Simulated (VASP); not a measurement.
# Ag (P6_3/mmc) in VASP: further runs

The runs below take Ag through single point, relaxation of cell and atoms, with LDA.

Everything below comes from runs of VASP 6.6.1. Logs are shortened: lines on timing, memory, paths and dates and some standing lists are left out, and cuts for length are marked.

## Step 1: The cell of the first run

Symmetry: P6_3/mmc, No. 194, hexagonal system. Conventional cell: a = 2.826 Å, b = 2.826 Å, c = 4.622 Å, α = 90.00°, β = 90.00°, γ = 120.00°. Within 3.7 Å of Ag (site symmetry -6m2) lie 12 Ag at 2.83 Å.

## Step 2: Single point, LDA

Contents of INCAR:

```
PREC = Accurate ; ENCUT = 520
EDIFF = 1E-6 ; ISMEAR = -1
SIGMA = 0.1 ; LREAL = F
LASPH = T ; NELM = 80
ALGO = Normal ; ISIF = 2
LWAVE = F ; LCHARG = T
GGA = CA ; LELF = T
LVHAR = T ; NBANDS = 18
```

Contents of KPOINTS:

```
regular mesh
0
Gamma
  7 7 4
```

Contents of POSCAR:

```
Ag
1.0
    2.8261650659      0.0000000000      0.0000000000
   -1.4130825329      2.4475307423      0.0000000000
    0.0000000000      0.0000000000      4.6217387067
Ag
2
Direct
    0.3333333333      0.6666666667      0.2500000000
    0.6666666667      0.3333333333      0.7500000000
```

Potentials or basis: VASP PAW LDA potentials, release 64 (Ag).

The run is started by

```sh
> cat potpaw_LDA.64/Ag/POTCAR > POTCAR
> mpirun -np 1 vasp_std > vasp.out
```

OUTCAR:

```text
PREC = Accurate
   ENCUT = 520
   EDIFF = 1E-6
   ISMEAR = -1
   LREAL = F
   LASPH = T
   NELM = 80
   ISIF = 2
   GGA = CA

 ion  position               nearest neighbor table
   1  0.333  0.667  0.250-   2 2.83   2 2.83   2 2.83   2 2.83   2 2.83   2 2.83
   2  0.667  0.333  0.750-   1 2.83   1 2.83   1 2.83   1 2.83   1 2.83   1 2.83

  LATTYP: Found a hexagonal cell.
 ALAT       =     2.8261650659
 C/A-ratio  =     1.6353392668

  Lattice vectors:

 A1 = (   2.8261650659,   0.0000000000,   0.0000000000)
 A2 = (  -1.4130825329,   2.4475307423,   0.0000000000)
 A3 = (   0.0000000000,   0.0000000000,   4.6217387067)

Analysis of symmetry for initial positions (statically):
=====================================================================
 Subroutine PRICEL returns:
 Original cell was already a primitive cell.

 Routine SETGRP: Setting up the symmetry group for a
 hexagonal supercell.

 Subroutine GETGRP returns: Found 24 space group operations
 (whereof 12 operations were pure point group operations)
 out of a pool of 24 trial point group operations.

The static configuration has the point symmetry D_3d.
 The point group associated with its full space group is D_6h.

Analysis of symmetry for dynamics (positions and initial velocities):
=====================================================================
 Subroutine PRICEL returns:
 Original cell was already a primitive cell.

 Routine SETGRP: Setting up the symmetry group for a
 hexagonal supercell.

 Subroutine GETGRP returns: Found 24 space group operations
 (whereof 12 operations were pure point group operations)
 out of a pool of 24 trial point group operations.

The dynamic configuration has the point symmetry D_3d.
 The point group associated with its full space group is D_6h.

 Subroutine INISYM returns: Found 24 space group operations
 (whereof 12 operations are pure point group operations),
 and found     1 'primitive' translations

----------------------------------------------------------------------------------------

                                     Primitive cell

  volume of cell :      31.9691

  direct lattice vectors                    reciprocal lattice vectors
     2.826165066  0.000000000  0.000000000     0.353836374  0.204287526  0.000000000
    -1.413082533  2.447530742  0.000000000     0.000000000  0.408575052  0.000000000
     0.000000000  0.000000000  4.621738707     0.000000000  0.000000000  0.216368787

  length of vectors
     2.826165066  2.826165066  4.621738707     0.408575052  0.408575052  0.216368787

  position of ions in fractional coordinates (direct lattice)
     0.333333333  0.666666667  0.250000000
     0.666666667  0.333333333  0.750000000

  ion indices of the primitive-cell ions
   primitive index   ion index
                 1           1
                 2           2

----------------------------------------------------------------------------------------

 KPOINTS: regular mesh

Automatic generation of k-mesh.
 Grid dimensions read from file:
 generate k-points for:    7    7    4

 Generating k-lattice:

  Cartesian coordinates                     Fractional coordinates (reciprocal lattice)
     0.050548053  0.029183932  0.000000000     0.142857143  0.000000000  0.000000000
     0.000000000  0.058367865  0.000000000     0.000000000  0.142857143  0.000000000
     0.000000000  0.000000000  0.054092197     0.000000000  0.000000000  0.250000000

  Length of vectors
     0.058367865  0.058367865  0.054092197

  Shift w.r.t. Gamma in fractional coordinates (k-lattice)
     0.000000000  0.000000000  0.000000000

 Subroutine IBZKPT returns following result:
 ===========================================

 Found     24 irreducible k-points:

 Following reciprocal coordinates:
            Coordinates               Weight
  0.000000  0.000000  0.000000      1.000000
  0.142857  0.000000  0.000000      6.000000
  0.285714  0.000000  0.000000      6.000000
  0.428571  0.000000  0.000000      6.000000
  0.142857  0.142857  0.000000      6.000000
  0.285714  0.142857  0.000000     12.000000
[... 16 lines left out ...]
  0.428571  0.142857  0.500000      6.000000
  0.285714  0.285714  0.500000      6.000000
   k-points           NKPTS =     24   k-points in BZ     NKDIM =     24   number of bands    NBANDS=     18
   number of dos      NEDOS =    301   number of ions     NIONS =      2
   total plane-waves  NPLWV =  20736
   dimension x,y,z NGX =    24 NGY =   24 NGZ =   36
   dimension x,y,z NGXF=    48 NGYF=   48 NGZF=   72
   ions per type =               2
   NGX,Y,Z   is equivalent  to a cutoff of  14.12, 14.12, 12.95 a.u.
   NGXF,Y,Z  is equivalent  to a cutoff of  28.24, 28.24, 25.90 a.u.
 SYSTEM =  unknown system
   PREC   = accura    normal or accurate (medium, high low for compatibility)
   ISTART =      0    job   : 0-new  1-cont  2-samecut
   ICHARG =      2    charge: 1-file 2-atom 10-const
   ISPIN  =      1    spin polarized calculation?
   LNONCOLLINEAR =      F non collinear calculations
   LSORBIT =      F    spin-orbit coupling
   LASPH  =      T    aspherical Exc in radial PAW
   ENCUT  =  520.0 eV  38.22 Ry    6.18 a.u.   5.25  5.25  8.59*2*pi/ulx,y,z
   NELM   =     80;   NELMIN=  2; NELMDL= -5     # of ELM steps
   EDIFF  = 0.1E-05   stopping-criterion for ELM
   LREAL  =      F    real-space projection
   EDIFFG = 0.1E-04   stopping-criterion for IOM
   NSW    =      0    number of steps for IOM
   IBRION =     -1    ionic relax: 0-MD 1-quasi-New 2-CG
   NFREE  =      0    steps in history (QN), initial steepest desc. (CG)
   ISIF   =      2    stress and relaxation
   ISYM   =      2    0-nonsym 1-usesym 2-fastsym
   POTIM  = 0.5000    time-step for ionic-motion
   TEBEG  =    0.0;   TEEND  =   0.0 temperature during run
   PSTRESS=    0.0 pullay stress
   NELECT =      22.0000    total number of electrons
   NUPDOWN=      -1.0000    fix difference up-down
   EMIN   =  10.00;   EMAX   =-10.00  energy-range for DOS
   EFERMI =   0.00;   METHOD = LEGACY
   ISMEAR =    -1;   SIGMA  =   0.10  broadening in eV -4-tet -1-fermi 0-gaus
   EFERMI_NEDOS =   21; number of points for ismear=-14 and -15
   IALGO  =     38    algorithm
   IMIX   =      4    mixing-type and parameters
     AMIX     =   0.40;   BMIX     =  1.00
     AMIX_MAG =   1.60;   BMIX_MAG =  1.00
  volume/ion in A,a.u.               =      15.98       107.87
  Fermi-wavevector in a.u.,A,eV,Ry     =   1.445347  2.731309 28.422939  2.089027
  Thomas-Fermi vector in A             =   2.563539
   LORBIT       =      0    0 simple, 1 ext, 2 COOP (PROOUT), +10 PAW based schemes
   GGA     = CA    functional components
   LHFCALC =     F    Hartree Fock is set to
   AEXX    =    0.0000 exact exchange contribution
   IVDW    =     0    specifies the selected vdW correction
   LEPSILON=     F    determine dielectric tensor
   LRPA    =     F    only Hartree local field effects (RPA)
 non-spin polarized calculation
  energy-cutoff  :      520.00
  volume of cell :       31.97
 maximum number of plane-waves:       870
 NGX is ok and might be reduce to    24
   NGX = 11   NGY = 11   NGZ = 17

 number of electron      22.0000005 magnetization

 Free energy of the ion-electron system (eV)
  ---------------------------------------------------
  ext. energy  EPLUGINS =         0.00000000
  ---------------------------------------------------
  free energy    TOTEN  =        -7.59843799 eV

  energy without entropy =       -7.58206841  energy(sigma->0) =       -7.59025320

 E-fermi :   9.0738     XC(G=0): -12.9675

 val. band max:        9.0557633277   @ k =   0.4286   0.0000   0.5000
 cond. band min:       9.2401051586   @ k =   0.1429   0.1429   0.2500
 fundamental gap:      0.1843418309
 Fermi energy:         9.0737546789

 k-point     1 :       0.0000    0.0000    0.0000
  band No.  band energies     occupation
      1       0.7724      2.00000
      2       2.2541      2.00000
      3       4.0420      2.00000
      4       4.1641      2.00000
      5       4.1641      2.00000
      6       4.4354      2.00000
[... 10 lines left out ...]
     17      28.0351      0.00000
     18      28.0351      0.00000

 k-point     2 :       0.1429    0.0000    0.0000
  band No.  band energies     occupation
      1       1.3470      2.00000
      2       2.5761      2.00000
      3       3.7868      2.00000
      4       4.2749      2.00000
      5       4.4482      2.00000
      6       4.4930      2.00000
[... 10 lines left out ...]
     17      27.3392      0.00000
     18      27.8497      0.00000

 k-point     3 :       0.2857    0.0000    0.0000
  band No.  band energies     occupation
      1       2.4647      2.00000
      2       2.7450      2.00000
      3       3.4337      2.00000
      4       4.0119      2.00000
      5       4.2569      2.00000
      6       4.3164      2.00000
[... 10 lines left out ...]
     17      24.8103      0.00000
     18      26.6653      0.00000

 k-point     4 :       0.4286    0.0000    0.0000
  band No.  band energies     occupation
      1       2.3858      2.00000
      2       2.7252      2.00000
      3       2.8026      2.00000
      4       4.0867      2.00000
      5       4.4392      2.00000
      6       4.5778      2.00000
[... 375 lines left out ...]
      4       3.4795      2.00000
      5       4.6040      2.00000
      6       4.6040      2.00000
[... 10 lines left out ...]
     17      23.2798      0.00000
     18      23.2798      0.00000

 k-point    23 :       0.4286    0.1429    0.5000
  band No.  band energies     occupation
      1       2.6492      2.00000
      2       2.6492      2.00000
      3       3.3140      2.00000
      4       3.3140      2.00000
      5       4.6424      2.00000
      6       4.6424      2.00000
[... 10 lines left out ...]
     17      24.2190      0.00000
     18      24.2190      0.00000

 k-point    24 :       0.2857    0.2857    0.5000
  band No.  band energies     occupation
      1       3.0098      2.00000
      2       3.0098      2.00000
      3       3.6581      2.00000
      4       3.6581      2.00000
      5       4.2307      2.00000
      6       4.2307      2.00000
[... 10 lines left out ...]
     17      25.1717      0.00000
     18      25.1717      0.00000

------------------------ aborting loop because EDIFF is reached ----------------------------------------

  FORCE on cell =-STRESS in cart. coord.  units (eV):
  Direction    XX          YY          ZZ          XY          YZ          ZX
  --------------------------------------------------------------------------------------
  -------------------------------------------------------------------------------------
  Total        0.0286188      0.0286188      0.0285913      0.0000000     -0.0000000      0.0000000
  in kB        1.4342689      1.4342689      1.4328913      0.0000000     -0.0000000      0.0000000
  external PRESSURE =       1.4338097 kB  Pullay stress =       0.0000000 kB

 VOLUME and BASIS-vectors are now :
 -----------------------------------------------------------------------------
  energy-cutoff  :      520.00
  volume of cell :       31.97
      direct lattice vectors                 reciprocal lattice vectors
     2.826165066  0.000000000  0.000000000     0.353836374  0.204287526  0.000000000
    -1.413082533  2.447530742  0.000000000     0.000000000  0.408575052  0.000000000
     0.000000000  0.000000000  4.621738707     0.000000000  0.000000000  0.216368787

 POSITION                                       TOTAL-FORCE (eV/Angst)
 -----------------------------------------------------------------------------------
     -0.00000      1.63169      1.15543         0.000000     -0.000000      0.000000
      1.41308      0.81584      3.46630        -0.000000      0.000000      0.000000
 -----------------------------------------------------------------------------------
    total drift:                                0.000000     -0.000000      0.000000

  FREE ENERGIE OF THE ION-ELECTRON SYSTEM (eV)
  ---------------------------------------------------
  free  energy   TOTEN  =        -7.5984379945 eV

  energy  without entropy=       -7.5820684096  energy(sigma->0) =       -7.59025320
```

It took 12 s on 1 thread of AMD EPYC 7R13 (Zen 3), shared host; peak memory 0.11 GiB.

What came out:

```
Free energy            : -7.5984 eV
Pressure               : 0.1 GPa
Band gap on the k mesh : zero (band 11 reaches 11.72 eV, above the bottom of band 12 at 5.62 eV)
```

Caveat: the k points lie up to 0.37 Å⁻¹ apart.

## Step 3: Relaxation of cell and atoms, LDA

This run uses another cell than the first one, of 17.07 Å³/atom, 1.068 times its volume.

Contents of INCAR:

```
SYSTEM = Ag
PREC = Accurate ; ENCUT = 600
EDIFF = 1E-7 ; ISMEAR = -1
SIGMA = 0.1 ; LREAL = .FALSE.
LASPH = .TRUE. ; NELM = 80
ALGO = Normal ; ISIF = 3
LWAVE = .FALSE. ; LCHARG = .FALSE.
GGA = CA ; IBRION = 2
NSW = 80 ; EDIFFG = -0.01
```

Contents of KPOINTS:

```
regular mesh
0
G
  7 7 4
  0 0 0
```

Contents of POSCAR:

```
Ag
1.0
    2.8900000000      0.0000000000      0.0000000000
   -1.4450000000      2.5028134169      0.0000000000
    0.0000000000      0.0000000000      4.7193700000
Ag
2
Direct
    0.3333333333      0.6666666667      0.2500000000
    0.6666666667      0.3333333333      0.7500000000
```

Potentials or basis: VASP PAW LDA potentials, release 64 (Ag).

The run is started by

```sh
> cat potpaw_LDA.64/Ag/POTCAR > POTCAR
> mpirun -np 1 vasp_std > vasp.out
```

OUTCAR:

```text
SYSTEM = Ag
   PREC = Accurate
   ENCUT = 600
   EDIFF = 1E-7
   ISMEAR = -1
   LREAL = .FALSE.
   LASPH = .TRUE.
   NELM = 80
   ISIF = 3
   GGA = CA
   IBRION = 2
   NSW = 80
   EDIFFG = -0.01

 ion  position               nearest neighbor table
   1  0.333  0.667  0.250-   2 2.89   2 2.89   2 2.89   2 2.89   2 2.89   2 2.89
   2  0.667  0.333  0.750-   1 2.89   1 2.89   1 2.89   1 2.89   1 2.89   1 2.89

  LATTYP: Found a hexagonal cell.
 ALAT       =     2.8900000000
 C/A-ratio  =     1.6330000000

  Lattice vectors:

 A1 = (   2.8900000000,   0.0000000000,   0.0000000000)
 A2 = (  -1.4450000000,   2.5028134169,   0.0000000000)
 A3 = (   0.0000000000,   0.0000000000,   4.7193700000)

Analysis of symmetry for initial positions (statically):
=====================================================================
 Subroutine PRICEL returns:
 Original cell was already a primitive cell.

 Routine SETGRP: Setting up the symmetry group for a
 hexagonal supercell.

 Subroutine GETGRP returns: Found 24 space group operations
 (whereof 12 operations were pure point group operations)
 out of a pool of 24 trial point group operations.

The static configuration has the point symmetry D_3d.
 The point group associated with its full space group is D_6h.

Analysis of symmetry for dynamics (positions and initial velocities):
=====================================================================
 Subroutine PRICEL returns:
 Original cell was already a primitive cell.

 Routine SETGRP: Setting up the symmetry group for a
 hexagonal supercell.

 Subroutine GETGRP returns: Found 24 space group operations
 (whereof 12 operations were pure point group operations)
 out of a pool of 24 trial point group operations.

The dynamic configuration has the point symmetry D_3d.
 The point group associated with its full space group is D_6h.

 Subroutine INISYM returns: Found 24 space group operations
 (whereof 12 operations are pure point group operations),
 and found     1 'primitive' translations

----------------------------------------------------------------------------------------

[... 108 lines left out ...]
   IALGO  =     38    algorithm
   IMIX   =      4    mixing-type and parameters
     AMIX     =   0.40;   BMIX     =  1.00
     AMIX_MAG =   1.60;   BMIX_MAG =  1.00
  volume/ion in A,a.u.               =      17.07       115.18
  Fermi-wavevector in a.u.,A,eV,Ry     =   1.414096  2.672254 27.207134  1.999668
  Thomas-Fermi vector in A             =   2.535674
   LORBIT       =      0    0 simple, 1 ext, 2 COOP (PROOUT), +10 PAW based schemes
   GGA     = CA    functional components
   LHFCALC =     F    Hartree Fock is set to
   AEXX    =    0.0000 exact exchange contribution
   IVDW    =     0    specifies the selected vdW correction
   LEPSILON=     F    determine dielectric tensor
   LRPA    =     F    only Hartree local field effects (RPA)
 conjugate gradient relaxation of ions
 non-spin polarized calculation
  energy-cutoff  :      600.00
  volume of cell :       34.14
 maximum number of plane-waves:      1170
 NGX is ok and might be reduce to    24
   NGX = 11   NGY = 11   NGZ = 19

--------------------------------------- Ionic step        1  -------------------------------------------

 number of electron      21.9999998 magnetization

 Free energy of the ion-electron system (eV)
  ---------------------------------------------------
  ext. energy  EPLUGINS =         0.00000000
  ---------------------------------------------------
  free energy    TOTEN  =        -7.54618235 eV

  energy without entropy =       -7.52812748  energy(sigma->0) =       -7.53715492

------------------------ aborting loop because EDIFF is reached ----------------------------------------

  FORCE on cell =-STRESS in cart. coord.  units (eV):
  Direction    XX          YY          ZZ          XY          YZ          ZX
  --------------------------------------------------------------------------------------
  -------------------------------------------------------------------------------------
  Total       -1.6169830     -1.6169830     -1.4942900      0.0000000      0.0000000      0.0000000
  in kB      -75.8936948    -75.8936948    -70.1350550      0.0000000      0.0000000      0.0000000
  external PRESSURE =     -73.9741482 kB  Pullay stress =       0.0000000 kB
[... 59 lines left out ...]
--------------------------------------- Ionic step        3  -------------------------------------------

 number of electron      22.0000004 magnetization

 Free energy of the ion-electron system (eV)
  ---------------------------------------------------
  ext. energy  EPLUGINS =         0.00000000
  ---------------------------------------------------
  free energy    TOTEN  =        -7.59893911 eV

  energy without entropy =       -7.58247623  energy(sigma->0) =       -7.59070767

 E-fermi :   9.0460     XC(G=0): -12.9564

 val. band max:        9.0297424613   @ k =   0.4286   0.0000   0.5000
 cond. band min:       9.2093073424   @ k =   0.1429   0.1429   0.2500
 fundamental gap:      0.1795648810
 Fermi energy:         9.0460090302

 k-point     1 :       0.0000    0.0000    0.0000
  band No.  band energies     occupation
      1       0.7588      2.00000
      2       2.2387      2.00000
      3       4.0203      2.00000
      4       4.1433      2.00000
      5       4.1433      2.00000
      6       4.4134      2.00000
      7       4.4134      2.00000
      8       4.8107      2.00000
      9       4.8107      2.00000
     10       5.9520      2.00000
     11       5.9520      2.00000
     12       8.4355      1.99555
     13      12.9543      0.00000
     14      24.9101      0.00000
[... 442 lines left out ...]
  FREE ENERGIE OF THE ION-ELECTRON SYSTEM (eV)
  ---------------------------------------------------
  free  energy   TOTEN  =        -7.5989391117 eV

  energy  without entropy=       -7.5824762260  energy(sigma->0) =       -7.59070767

 reached required accuracy - stopping structural energy minimisation
```

It took 33 s on 1 thread of AMD EPYC 7R13 (Zen 3), shared host; peak memory 0.12 GiB.

Results:

| Property | Result |
| --- | --- |
| Free energy | -7.5989 eV |
| Relaxed volume | 16.01 Å³/atom |
| Relaxed cell | a = 2.828 Å, b = 2.828 Å, c = 4.625 Å, α = 90.00°, β = 90.00°, γ = 120.00° |
| Space group after relaxing (to 0.05 Å) | P6_3/mmc (No. 194) |
| Energy gained by relaxing | 26.4 meV/atom |
| Ionic steps | 3 |
| Pressure after relaxing | -0.1 GPa |
| Band gap on the k mesh | zero (band 11 reaches 11.69 eV, above the bottom of band 12 at 5.60 eV) |

The path:
| step | energy change (eV) | largest force (eV/Å) | pressure (GPa) | volume (Å³) |
| --- | --- | --- | --- | --- |
| 1 | 0.0000 | 0.0000 | -7.40 | 34.14 |
| 2 | -0.0128 | 0.0000 | 8.34 | 30.39 |
| 3 | -0.0528 | 0.0000 | -0.07 | 32.03 |

Final structure:
```
Ag
1.0
     2.82766    0.00000    0.00000
    -1.41383    2.44882    0.00000
     0.00000    0.00000    4.62529
Ag
2
Cartesian
  0.0000 1.6325 1.1563
  1.4138 0.8163 3.4690
```

Levels at points of the mesh, in eV from the Fermi level:
```tsv
k point	band 9	band 10	band 11	band 12	band 13	band 14
(0.00, 0.00, 0.00)	-4.24	-3.09	-3.09	-0.61	3.91	15.86
(0.00, 0.00, 0.50)	-3.45	-3.45	-3.45	-3.45	11.59	11.59
```
